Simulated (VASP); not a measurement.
# HC8 in VASP: single point with PBE+D3(BJ)

Aim: the single point of HC8 with PBE+D3(BJ).

Everything below comes from runs of VASP 6.6.1. Logs are shortened: lines on timing, memory, paths and dates and some standing lists are left out, and cuts for length are marked.

**1. The cell of the first run**

The cell holds a slab with vacuum, 9 atoms: a = 4.931 Å, b = 4.931 Å, c = 17.000 Å, α = 90.00°, β = 90.00°, γ = 120.00°.

**2. Single point, PBE+D3(BJ), collinear spin**

INCAR

```
PREC = Accurate
ENCUT = 520
EDIFF = 1E-6
ISMEAR = 0
SIGMA = 0.1
LREAL = F
LASPH = T
NELM = 150
ALGO = Normal
ISIF = 2
LWAVE = F
LCHARG = F
ISPIN = 2
MAGMOM = 0 0 0 0 0 0 0 0 1
LORBIT = 11
LDIPOL = T
IDIPOL = 3
DIPOL = 0.5 0.5 0.239
GGA = PE
IVDW = 12
NBANDS = 30
```

KPOINTS

```
regular mesh
0
Gamma
  6 6 1
```

POSCAR

```
HC8
1.0
    4.9313048824     -0.0000000001      0.0000000000
   -2.4656524412      4.2706353020      0.0000000000
    0.0000000000      0.0000000000     17.0000331944
C H
8 1
Direct
    0.3333333333      0.1666666667      0.2352956108
    0.3333333333      0.6666666667      0.2352956108
    0.8333333333      0.1666666667      0.2352956108
    0.8333333333      0.6666666667      0.2352956108
    0.1666666667      0.3333333333      0.2352936582
    0.1666666667      0.8333333333      0.2352936582
    0.6666666667      0.3333333333      0.2352936582
    0.6666666667      0.8333333333      0.2352936582
    0.4166666667      0.1666666667      0.2694131913
```

Potentials or basis: VASP PAW PBE potentials, release 64 (C, H).

Run with:

```bash
> cat potpaw_PBE.64/C/POTCAR potpaw_PBE.64/H/POTCAR > POTCAR
> mpirun -np 1 vasp_std > vasp.out
```

OUTCAR:

```text
PREC = Accurate
   ENCUT = 520
   EDIFF = 1E-6
   ISMEAR = 0
   LREAL = F
   LASPH = T
   NELM = 150
   ISIF = 2
   ISPIN = 2
   LORBIT = 11
   GGA = PE
   IVDW = 12
 IVDW          = 12

 ion  position               nearest neighbor table
   1  0.333  0.167  0.235-   9 0.71   5 1.42   7 1.42   6 1.42
   2  0.333  0.667  0.235-   6 1.42   8 1.42   5 1.42
   3  0.833  0.167  0.235-   7 1.42   5 1.42   8 1.42
   4  0.833  0.667  0.235-   8 1.42   6 1.42   7 1.42
   5  0.167  0.333  0.235-   1 1.42   3 1.42   2 1.42
   6  0.167  0.833  0.235-   2 1.42   4 1.42   1 1.42
   7  0.667  0.333  0.235-   9 1.23   3 1.42   1 1.42   4 1.42
   8  0.667  0.833  0.235-   4 1.42   2 1.42   3 1.42
   9  0.417  0.167  0.269-   1 0.71   7 1.23

 -----------------------------------------------------------------------------
|                                                                             |
|           W    W    AA    RRRRR   N    N  II  N    N   GGGG   !!!           |
|           W    W   A  A   R    R  NN   N  II  NN   N  G    G  !!!           |
|           W    W  A    A  R    R  N N  N  II  N N  N  G       !!!           |
|           W WW W  AAAAAA  RRRRR   N  N N  II  N  N N  G  GGG   !            |
|           WW  WW  A    A  R   R   N   NN  II  N   NN  G    G                |
|           W    W  A    A  R    R  N    N  II  N    N   GGGG   !!!           |
|                                                                             |
|     The distance between some ions is very small. Please check the          |
|     nearest-neighbor list in the OUTCAR file.                               |
|     I HOPE YOU KNOW WHAT YOU ARE DOING!                                     |
|                                                                             |
 -----------------------------------------------------------------------------

  LATTYP: Found a hexagonal cell.
 ALAT       =     4.9313048824
 C/A-ratio  =     3.4473701383

  Lattice vectors:

 A1 = (   4.9313048824,  -0.0000000001,   0.0000000000)
 A2 = (  -2.4656524412,   4.2706353020,   0.0000000000)
 A3 = (   0.0000000000,   0.0000000000,  17.0000331944)

Analysis of symmetry for initial positions (statically):
=====================================================================
 Subroutine PRICEL returns:
 Original cell was already a primitive cell.

 Routine SETGRP: Setting up the symmetry group for a
 hexagonal supercell.

 Subroutine GETGRP returns: Found  1 space group operations
 (whereof  1 operations were pure point group operations)
 out of a pool of 24 trial point group operations.
[... 193 lines left out ...]
 fundamental gap:      0.0137295755
 Fermi energy:        -1.5827655129

 spin component 1

 k-point     1 :       0.0000    0.0000    0.0000
  band No.  band energies     occupation
      1     -23.5854      1.00000
      2     -19.5048      1.00000
      3     -16.8992      1.00000
      4     -16.6056      1.00000
      5     -15.9824      1.00000
      6     -15.8156      1.00000
[... 609 lines left out ...]
     27       4.7511      0.00000
     28       4.7993      0.00000
 Fermi energy:        -1.5827655129

 spin component 2

 k-point     1 :       0.0000    0.0000    0.0000
  band No.  band energies     occupation
      1     -23.5421      1.00000
      2     -19.4662      1.00000
      3     -16.8585      1.00000
      4     -16.5740      1.00000
      5     -15.9509      1.00000
      6     -15.7942      1.00000
[... 609 lines left out ...]
     27       4.7321      0.00000
     28       4.7829      0.00000
 [bands above 28 left out]

------------------------ aborting loop because EDIFF is reached ----------------------------------------

 vacuum level on the upper side and lower side of the slab       (xc-potential included)        -0.256         0.258

 Edisp (eV)   -0.72942

 E8    (eV) :    -0.2236

  FORCE on cell =-STRESS in cart. coord.  units (eV):
  Direction    XX          YY          ZZ          XY          YZ          ZX
  --------------------------------------------------------------------------------------
  -------------------------------------------------------------------------------------
  Total      15.05076     5.78232    23.10761     1.22276    -0.32807    13.02567
  in kB      67.35422    25.87669   103.40977     5.47201    -1.46815    58.29166
  external pressure =       65.55 kB  Pullay stress =        0.00 kB

 VOLUME and BASIS-vectors are now :
 -----------------------------------------------------------------------------
  energy-cutoff  :      520.00
  volume of cell :      358.02
      direct lattice vectors                 reciprocal lattice vectors
     4.931304882 -0.000000000  0.000000000     0.202786083  0.117078599  0.000000000
    -2.465652441  4.270635302  0.000000000     0.000000000  0.234157199  0.000000000
     0.000000000  0.000000000 17.000033194     0.000000000  0.000000000  0.058823415

 POSITION                                       TOTAL-FORCE (eV/Angst)
 -----------------------------------------------------------------------------------
      1.23283      0.71177      4.00003       -24.382379     -0.630257    -35.488290
     -0.00000      2.84709      4.00003        -0.052325     -0.306590      0.046683
      3.69848      0.71177      4.00003         0.525810      0.079596      0.101312
      2.46565      2.84709      4.00003         0.365307      0.031002      0.246295
      0.00000      1.42355      4.00000        -1.902638      1.139361      0.130933
     -1.23283      3.55886      4.00000        -0.517746     -2.809299     -1.333653
      2.46565      1.42355      4.00000         3.889604      2.994634     -3.551291
      1.23283      3.55886      4.00000        -0.380642      0.067695     -0.144048
      1.64377      0.71177      4.58003        22.455009     -0.566142     39.992058
 -----------------------------------------------------------------------------------
    total drift:                                0.000122      0.000143     -0.001270

  FREE ENERGIE OF THE ION-ELECTRON SYSTEM (eV)
  ---------------------------------------------------
  free  energy   TOTEN  =       -68.2114106210 eV

  energy  without entropy=      -68.1966482444  energy(sigma->0) =      -68.20402943

 vacuum level on the upper side and lower side of the slab         1.534         2.056

 total charge

# of ion       s       p       d       tot
------------------------------------------
    1        0.939   2.208   0.000   3.147
    2        0.859   1.788   0.000   2.647
    3        0.857   1.792   0.000   2.649
    4        0.856   1.793   0.000   2.648
    5        0.854   1.800   0.000   2.654
    6        0.859   1.790   0.000   2.650
    7        0.862   1.800   0.000   2.662
    8        0.858   1.801   0.000   2.659
    9        1.028   0.358   0.000   1.386
--------------------------------------------------
tot          7.973  15.128   0.000  23.102

 magnetization (x)

# of ion       s       p       d       tot
------------------------------------------
    1        0.000   0.013   0.000   0.014
    2       -0.001  -0.002   0.000  -0.003
    3       -0.001  -0.003   0.000  -0.004
    4       -0.001  -0.001   0.000  -0.002
    5        0.001   0.023   0.000   0.024
    6        0.001   0.019   0.000   0.021
    7        0.002   0.029   0.000   0.031
    8        0.002   0.036   0.000   0.038
    9        0.006   0.006   0.000   0.012
--------------------------------------------------
tot          0.011   0.120   0.000   0.131
```

OSZICAR:

```text
N       E                     dE             d eps       ncg     rms          rms(c)
DAV:   1     0.274200003594E+03    0.27420E+03   -0.12184E+04  2520   0.808E+02
DAV:   2    -0.325257102339E+02   -0.30673E+03   -0.28506E+03  3750   0.209E+02
DAV:   3    -0.714205227595E+02   -0.38895E+02   -0.38560E+02  3104   0.796E+01
[... 22 lines left out ...]
DAV:  26    -0.674819768416E+02   -0.21208E-04   -0.24958E-06  2360   0.606E-03    0.704E-04
DAV:  27    -0.674819784873E+02   -0.16457E-05   -0.53835E-07  2042   0.363E-03    0.442E-04
DAV:  28    -0.674819830669E+02   -0.45796E-05   -0.31970E-07  1998   0.307E-03    0.224E-04
DAV:  29    -0.674819850146E+02   -0.19478E-05   -0.17414E-07  2054   0.205E-03    0.114E-04
DAV:  30    -0.674819859965E+02   -0.98187E-06   -0.50971E-08  2124   0.120E-03
   1 F= -.68211411E+02 E0= -.68204029E+02  d E =-.147624E-01  mag=     0.2247
```

Run time: 42 min. Hardware: 1 thread of Intel Xeon 8259CL, shared host; peak memory 0.77 GiB.

Results:

```
Free energy                                           : -68.2114 eV
Largest force                                         : 45.868 eV/Å
Net moment                                            : 0.22 μB per cell
Site moments                                          : C +0.01, -0.00, +0.02, +0.03, +0.04 (each value once); H +0.01 μB
Valence electrons inside the program's atomic spheres : C 3.15, 2.65, 2.66 (each value once); H 1.39
Dispersion energy per atom                            : -0.081 eV
```

Forces on the atoms (eV/Å):
```
C   -24.382  -0.630 -35.488
C    -0.052  -0.307   0.047
C     0.526   0.080   0.101
C     0.365   0.031   0.246
C    -1.903   1.139   0.131
C    -0.518  -2.809  -1.334
C     3.890   2.995  -3.551
C    -0.381   0.068  -0.144
H    22.455  -0.566  39.992
```

Levels at points of the mesh, in eV from the Fermi level:
Spin up:
```tsv
k point	band 14	band 15	band 16	band 17	band 18	band 19	band 20	band 21
(0.00, 0.00, 0.00)	-3.91	-3.38	-3.11	-0.22	0.64	0.77	2.25	3.26
(0.50, 0.00, 0.00)	-5.90	-4.47	-3.53	0.77	2.00	4.16	4.33	4.83
(0.00, 0.50, 0.00)	-5.77	-4.31	-3.66	0.70	1.83	4.16	4.32	4.98
(0.50, 0.50, 0.00)	-5.70	-4.32	-3.73	0.50	1.81	4.14	4.33	4.88
```
Spin down:
```csv
k point,band 13,band 14,band 15,band 16,band 17,band 18,band 19,band 20
"(0.00, 0.00, 0.00)",-4.02,-3.88,-3.30,-3.04,-0.06,0.70,0.84,2.26
"(0.50, 0.00, 0.00)",-6.14,-5.88,-4.39,-3.46,0.93,2.07,4.17,4.35
"(0.00, 0.50, 0.00)",-6.42,-5.75,-4.23,-3.58,0.82,1.91,4.18,4.34
"(0.50, 0.50, 0.00)",-6.50,-5.69,-4.24,-3.65,0.64,1.87,4.16,4.34
```

Caveat: atoms lie so close that the PAW spheres overlap strongly, which falsifies energies and pressures.
